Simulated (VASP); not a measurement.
I: single point with LDA

Crystal: I.

```
CELL_PARAMETERS angstrom
3.58866 -2.14132 0.00000
3.58866 2.14132 0.00000
0.00000 0.00000 9.62721
ATOMIC_POSITIONS crystal
I 0.82543 0.17457 0.12318
I 0.67457 0.32543 0.62318
I 0.17457 0.82543 0.87682
I 0.32543 0.67457 0.37682
```

```json
{"Program": "VASP 6.6.1", "Task": "single point", "Functional": "LDA", "Potentials or basis": "VASP PAW LDA potentials, release 64 (I)", "Cutoff": "520 eV", "k mesh": "8 × 8 × 3", "Occupations": "fermi-dirac, width 0.05 eV", "Spin": "no spin polarisation", "Dipole correction": "no", "Further INCAR settings": "ALGO = Normal; EDIFF = 1e-07; NBANDS = 22"}
```

```yaml
Pressure: 0.0 GPa
Largest_force: 0.031 eV/Å
Band_gap_on_the_k_mesh: 0.63 eV, indirect (least direct gap 0.99 eV)
```

Forces in eV/Å, atoms in the order of the input:
```
I    0.000  0.029 -0.010
I    0.000 -0.029 -0.010
I    0.000 -0.029  0.010
I    0.000  0.029  0.010
```

Stress tensor (GPa, compression positive):
```
-0.04  0.00  0.00
 0.00  0.07  0.00
 0.00  0.00 -0.17
```

Levels at points of the mesh, in eV from the valence-band top:
| k point | band 11 | band 12 | band 13 | band 14 | band 15 | band 16 | band 17 | band 18 |
| --- | --- | --- | --- | --- | --- | --- | --- | --- |
| (0.00, 0.00, 0.00) | -0.95 | -0.94 | -0.47 | 0.00 | 1.01 | 1.98 | 4.38 | 4.91 |
| (0.50, 0.00, 0.00) | -1.79 | -1.79 | -1.03 | -1.03 | 2.15 | 2.15 | 4.72 | 4.72 |
| (0.50, 0.50, 0.00) | -1.90 | -1.79 | -1.28 | -0.77 | 0.76 | 1.62 | 4.15 | 5.15 |

Run time: 61 s on 1 thread of Intel(R) Xeon(R) Platinum 8488C (Sapphire Rapids), with other jobs on the host, peak memory 0.25 GiB.

Caveat: spin-orbit coupling is left out, which moves the levels of the heavy elements. A k mesh can miss the band edges.
